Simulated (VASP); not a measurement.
# TiO2 (P1) in VASP: notebook, part 2 of 2

VASP 6.6.1. Earlier steps stand in the parts before.

**3. Single point, PBEsol**

The input, INCAR:

```
PREC = Accurate
ENCUT = 520
EDIFF = 1E-7
ISMEAR = -1
SIGMA = 0.3
LREAL = F
LASPH = T
NELM = 60
ALGO = Normal
ISIF = 2
LWAVE = F
LCHARG = F
GGA = PS
NBANDS = 60
```

The input, KPOINTS:

```
regular mesh
0
Gamma
  3 3 1
```

The input, POSCAR:

```
TiO2
1.0
    3.9655050000      0.0000000000      0.0000000000
    0.0000000000      3.9655050000      0.0000000000
    0.0000000000      0.0000000000      9.9677180000
Ti O
4 8
Direct
    0.1083090300      0.0370696796      0.1038051036
    0.1027864043      0.5329964279      0.3366066335
    0.6370437057      0.5400825368      0.5802531733
    0.6184836484      0.0258731233      0.8627952757
    0.0741645768      0.0515445069      0.3078237165
    0.1250786470      0.5441929842      0.5391404532
    0.0604210561      0.5529182286      0.1324876968
    0.0836715626      0.1022064025      0.9080212743
    0.5933166142      0.6111705823      0.8070954656
    0.5659808776      0.0055226257      1.0661316863
    0.6171723400      0.1060142403      0.6527772957
    0.6200975664      0.5453782053      0.3867886311
```

Potentials or basis: VASP PAW PBE potentials, release 64 (Ti_sv, O).

On the command line:

```
$ cat potpaw_PBE.64/Ti_sv/POTCAR potpaw_PBE.64/O/POTCAR > POTCAR
$ mpirun -np 1 vasp_std > vasp.out
```

OUTCAR:

```text
PREC = Accurate
   ENCUT = 520
   EDIFF = 1E-7
   ISMEAR = -1
   LREAL = F
   LASPH = T
   NELM = 60
   ISIF = 2
   GGA = PS

 ion  position               nearest neighbor table
   1  0.108  0.037  0.104-  10 1.86   7 1.95   8 1.97   5 2.04   7 2.07  10 2.19
   2  0.103  0.533  0.337-   5 1.93  12 1.98   6 2.02   7 2.04   5 2.08  12 2.11
   3  0.637  0.540  0.580-  11 1.87  12 1.93   6 1.98   6 2.07   9 2.29  11 2.36
   4  0.618  0.026  0.863-   9 1.74   8 1.92  10 2.04  11 2.12   8 2.19   9 2.39
   5  0.074  0.052  0.308-   2 1.93   1 2.04   2 2.08
   6  0.125  0.544  0.539-   3 1.98   2 2.02   3 2.07
   7  0.060  0.553  0.132-   1 1.95   2 2.04   1 2.07
   8  0.084  0.102  0.908-   4 1.92   1 1.97   4 2.19
   9  0.593  0.611  0.807-   4 1.74   3 2.29   4 2.39
  10  0.566  0.006  0.066-   1 1.86   4 2.04   1 2.19
  11  0.617  0.106  0.653-   3 1.87   4 2.12   3 2.36
  12  0.620  0.545  0.387-   3 1.93   2 1.98   2 2.11

  LATTYP: Found a simple tetragonal cell.
 ALAT       =     3.9655050000
 C/A-ratio  =     2.5136062116

  Lattice vectors:

 A1 = (   3.9655050000,   0.0000000000,   0.0000000000)
 A2 = (   0.0000000000,   3.9655050000,   0.0000000000)
 A3 = (   0.0000000000,   0.0000000000,   9.9677180000)

Analysis of symmetry for initial positions (statically):
=====================================================================
 Subroutine PRICEL returns:
 Original cell was already a primitive cell.

 Routine SETGRP: Setting up the symmetry group for a
 simple tetragonal supercell.

 Subroutine GETGRP returns: Found  1 space group operations
 (whereof  1 operations were pure point group operations)
 out of a pool of 16 trial point group operations.

The static configuration has the point symmetry C_1 .

Analysis of symmetry for dynamics (positions and initial velocities):
=====================================================================
 Subroutine PRICEL returns:
 Original cell was already a primitive cell.

 Routine SETGRP: Setting up the symmetry group for a
 simple tetragonal supercell.

 Subroutine GETGRP returns: Found  1 space group operations
 (whereof  1 operations were pure point group operations)
 out of a pool of 16 trial point group operations.

The dynamic configuration has the point symmetry C_1 .

 Subroutine INISYM returns: Found  1 space group operations
 (whereof  1 operations are pure point group operations),
 and found     1 'primitive' translations

----------------------------------------------------------------------------------------

                                     Primitive cell

  volume of cell :     156.7447

  direct lattice vectors                    reciprocal lattice vectors
     3.965505000  0.000000000  0.000000000     0.252174691  0.000000000  0.000000000
     0.000000000  3.965505000  0.000000000     0.000000000  0.252174691  0.000000000
     0.000000000  0.000000000  9.967718000     0.000000000  0.000000000  0.100323866

  length of vectors
     3.965505000  3.965505000  9.967718000     0.252174691  0.252174691  0.100323866

  position of ions in fractional coordinates (direct lattice)
     0.108309030  0.037069680  0.103805104
     0.102786404  0.532996428  0.336606633
     0.637043706  0.540082537  0.580253173
     0.618483648  0.025873123  0.862795276
[... 59 lines left out ...]
   total plane-waves  NPLWV =  72000
   dimension x,y,z NGX =    30 NGY =   30 NGZ =   80
   dimension x,y,z NGXF=    60 NGYF=   60 NGZF=  160
   ions per type =               4   8
   NGX,Y,Z   is equivalent  to a cutoff of  12.58, 12.58, 13.34 a.u.
   NGXF,Y,Z  is equivalent  to a cutoff of  25.15, 25.15, 26.69 a.u.
 SYSTEM =  unknown system
   PREC   = accura    normal or accurate (medium, high low for compatibility)
   ISTART =      0    job   : 0-new  1-cont  2-samecut
   ICHARG =      2    charge: 1-file 2-atom 10-const
   ISPIN  =      1    spin polarized calculation?
   LNONCOLLINEAR =      F non collinear calculations
   LSORBIT =      F    spin-orbit coupling
   LASPH  =      T    aspherical Exc in radial PAW
   ENCUT  =  520.0 eV  38.22 Ry    6.18 a.u.   7.37  7.37 18.53*2*pi/ulx,y,z
   NELM   =     60;   NELMIN=  2; NELMDL= -5     # of ELM steps
   EDIFF  = 0.1E-06   stopping-criterion for ELM
   LREAL  =      F    real-space projection
   EDIFFG = 0.1E-05   stopping-criterion for IOM
   NSW    =      0    number of steps for IOM
   IBRION =     -1    ionic relax: 0-MD 1-quasi-New 2-CG
   NFREE  =      0    steps in history (QN), initial steepest desc. (CG)
   ISIF   =      2    stress and relaxation
   ISYM   =      2    0-nonsym 1-usesym 2-fastsym
   POTIM  = 0.5000    time-step for ionic-motion
   TEBEG  =    0.0;   TEEND  =   0.0 temperature during run
   PSTRESS=    0.0 pullay stress
   NELECT =      96.0000    total number of electrons
   NUPDOWN=      -1.0000    fix difference up-down
   EMIN   =  10.00;   EMAX   =-10.00  energy-range for DOS
   EFERMI =   0.00;   METHOD = LEGACY
   ISMEAR =    -1;   SIGMA  =   0.30  broadening in eV -4-tet -1-fermi 0-gaus
   EFERMI_NEDOS =   21; number of points for ismear=-14 and -15
   IALGO  =     38    algorithm
   IMIX   =      4    mixing-type and parameters
     AMIX     =   0.40;   BMIX     =  1.00
     AMIX_MAG =   1.60;   BMIX_MAG =  1.00
  volume/ion in A,a.u.               =      13.06        88.15
  Fermi-wavevector in a.u.,A,eV,Ry     =   1.390276  2.627240 26.298253  1.932867
  Thomas-Fermi vector in A             =   2.514226
   LORBIT       =      0    0 simple, 1 ext, 2 COOP (PROOUT), +10 PAW based schemes
   GGA     = PS    functional components
   LHFCALC =     F    Hartree Fock is set to
   AEXX    =    0.0000 exact exchange contribution
   IVDW    =     0    specifies the selected vdW correction
   LEPSILON=     F    determine dielectric tensor
   LRPA    =     F    only Hartree local field effects (RPA)
 non-spin polarized calculation
  energy-cutoff  :      520.00
  volume of cell :      156.74
 maximum number of plane-waves:      4245
 NGX is ok and might be reduce to    30
   NGX = 15   NGY = 15   NGZ = 37

 number of electron      96.0000002 magnetization

 Free energy of the ion-electron system (eV)
  ---------------------------------------------------
  ext. energy  EPLUGINS =         0.00000000
  ---------------------------------------------------
  free energy    TOTEN  =      -110.45902843 eV

  energy without entropy =     -110.25555037  energy(sigma->0) =     -110.35728940

 E-fermi :   3.1700     XC(G=0): -10.2558

 val. band max:        1.9710239684   @ k =   0.3333   0.3333   0.0000
 cond. band min:       3.9319622579   @ k =   0.0000   0.0000   0.0000
 fundamental gap:      1.9609382894
 Fermi energy:         3.1699615034

 k-point     1 :       0.0000    0.0000    0.0000
  band No.  band energies     occupation
      1     -54.5816      2.00000
      2     -54.3846      2.00000
      3     -54.2108      2.00000
      4     -53.8746      2.00000
      5     -30.9595      2.00000
      6     -30.8907      2.00000
[... 304 lines left out ...]
     59       6.1004      0.00011
     60       6.3718      0.00005

------------------------ aborting loop because EDIFF is reached ----------------------------------------

  FORCE on cell =-STRESS in cart. coord.  units (eV):
  Direction    XX          YY          ZZ          XY          YZ          ZX
  --------------------------------------------------------------------------------------
  -------------------------------------------------------------------------------------
  Total      -16.1949127    -15.6097314    -16.0444787     -0.3533509      0.6771037      0.4769089
  in kB     -165.5375212   -159.5560466   -163.9998489     -3.6118026      6.9210670      4.8747604
  external PRESSURE =    -163.0311389 kB  Pullay stress =       0.0000000 kB

 VOLUME and BASIS-vectors are now :
 -----------------------------------------------------------------------------
  energy-cutoff  :      520.00
  volume of cell :      156.74
      direct lattice vectors                 reciprocal lattice vectors
     3.965505000  0.000000000  0.000000000     0.252174691  0.000000000  0.000000000
     0.000000000  3.965505000  0.000000000     0.000000000  0.252174691  0.000000000
     0.000000000  0.000000000  9.967718000     0.000000000  0.000000000  0.100323866

 POSITION                                       TOTAL-FORCE (eV/Angst)
 -----------------------------------------------------------------------------------
      0.42950      0.14700      1.03470        -0.032545      0.031539     -0.864346
      0.40760      2.11360      3.35520        -0.429414     -0.131760      0.523418
      2.52620      2.14170      5.78380        -0.150739     -0.538415      1.438184
      2.45260      0.10260      8.60010        -0.514024      0.817831     -0.561574
      0.29410      0.20440      3.06830         0.721985      0.224736     -0.735736
      0.49600      2.15800      5.37400        -0.505124      0.385831     -0.117914
      0.23960      2.19260      1.32060         0.521259     -0.326478      1.499388
      0.33180      0.40530      9.05090        -0.182808     -0.519047      0.106870
      2.35280      2.42360      8.04490         0.217054     -0.580729     -0.078480
      2.24440      0.02190      0.65918         0.301704      0.408906     -0.230567
      2.44740      0.42040      6.50670         0.243840      0.260494     -0.781254
      2.45900      2.16270      3.85540        -0.191188     -0.032908     -0.197989
 -----------------------------------------------------------------------------------
    total drift:                                0.001429      0.001164     -0.000570

  FREE ENERGIE OF THE ION-ELECTRON SYSTEM (eV)
  ---------------------------------------------------
  free  energy   TOTEN  =      -110.4590284311 eV

  energy  without entropy=     -110.2555503723  energy(sigma->0) =     -110.35728940
```

Wall time 73 s (1 thread of Intel Xeon 6975P-C (Granite Rapids), shared host); peak memory 0.25 GiB.

Results:

```yaml
Free_energy: -110.4590 eV
Pressure: -16.3 GPa
Largest_force: 1.621 eV/Å
Band_gap_on_the_k_mesh: 1.96 eV, indirect (least direct gap 2.22 eV)
```

Forces on the atoms (eV/Å):
```
Ti  -0.033  0.032 -0.864
Ti  -0.429 -0.132  0.523
Ti  -0.151 -0.538  1.438
Ti  -0.514  0.818 -0.562
O    0.722  0.225 -0.736
O   -0.505  0.386 -0.118
O    0.521 -0.326  1.499
O   -0.183 -0.519  0.107
O    0.217 -0.581 -0.078
O    0.302  0.409 -0.231
O    0.244  0.260 -0.781
O   -0.191 -0.033 -0.198
```

Stress tensor (GPa, compression positive):
```
-16.55  -0.36   0.49
 -0.36 -15.96   0.69
  0.49   0.69 -16.40
```

Caveat: the k points lie up to 0.63 Å⁻¹ apart; the PAW data sets were made with another functional, which shifts forces and pressure a little.
